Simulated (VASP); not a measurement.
Set up this calculation in VASP 6.6.1, as the native input.

| Quantity | Value |
| --- | --- |
| Task | relaxation of cell and atoms |
| Functional | PBEsol |
| Potentials or basis | VASP PAW PBE potentials, release 64 (W_sv, C) |
| Cutoff | 600 eV |
| k mesh | 10 × 10 × 9 |
| Occupations | fermi-dirac, width 0.05 eV |
| Spin | no spin polarisation |
| Target pressure | 5 GPa |
| Dipole correction | no |
| Further INCAR settings | ALGO = Normal; EDIFF = 1e-06; IBRION = 2; EDIFFG = -0.01; NSW = 80; ISIF = 3 |

The structure of WC (Qusongite) lies in POSCAR:

```
WC
1.0
    2.9065000000      0.0000000000      0.0000000000
   -1.4532500000      2.5171028361      0.0000000000
    0.0000000000      0.0000000000      2.8366000000
W C
1 1
Direct
    0.0000000000      0.0000000000      0.0000000000
    0.6666666667      0.3333333333      0.5000000000
```

The input as run:

INCAR

```
SYSTEM = WC
PREC = Accurate ; ENCUT = 600
EDIFF = 1E-6 ; ISMEAR = -1
SIGMA = 0.05 ; LREAL = .FALSE.
LASPH = .TRUE. ; NELM = 60
ALGO = Normal ; ISIF = 3
LWAVE = .FALSE. ; LCHARG = .FALSE.
GGA = PS ; IBRION = 2
NSW = 80 ; EDIFFG = -0.01
PSTRESS = 50.0
```

KPOINTS

```
Automatic mesh
0
G
  10 10 9
  0 0 0
```

Potentials or basis: VASP PAW PBE potentials, release 64 (W_sv, C).

Run with:

```bash
$ cat potpaw_PBE.64/W_sv/POTCAR potpaw_PBE.64/C/POTCAR > POTCAR
$ mpirun -np 1 vasp_std > vasp.out
```

Results of the run:

* Relaxed volume: 10.19 Å³/atom
* Relaxed cell: a = 2.889 Å, b = 2.889 Å, c = 2.820 Å, α = 90.00°, β = 90.00°, γ = 120.00°
* Space group after relaxing (to 0.05 Å): P-6m2 (No. 187)
* Energy change on relaxing (the enthalpy is what falls): +1.5 meV/atom
* Ionic steps: 7
* Pressure after relaxing: 5.1 GPa
* Band gap on the k mesh: zero (band 9 reaches 11.86 eV, above the bottom of band 10 at 10.62 eV)

Caveat: the cell is relaxed towards a set pressure, so the enthalpy falls and the energy may rise; the PAW data sets were made with another functional, which shifts forces and pressure a little; spin-orbit coupling is left out, which moves the levels of the heavy elements.

Wall time 46 s on 1 thread of Intel Xeon 6975P-C (shared host), peak memory 0.16 GiB.
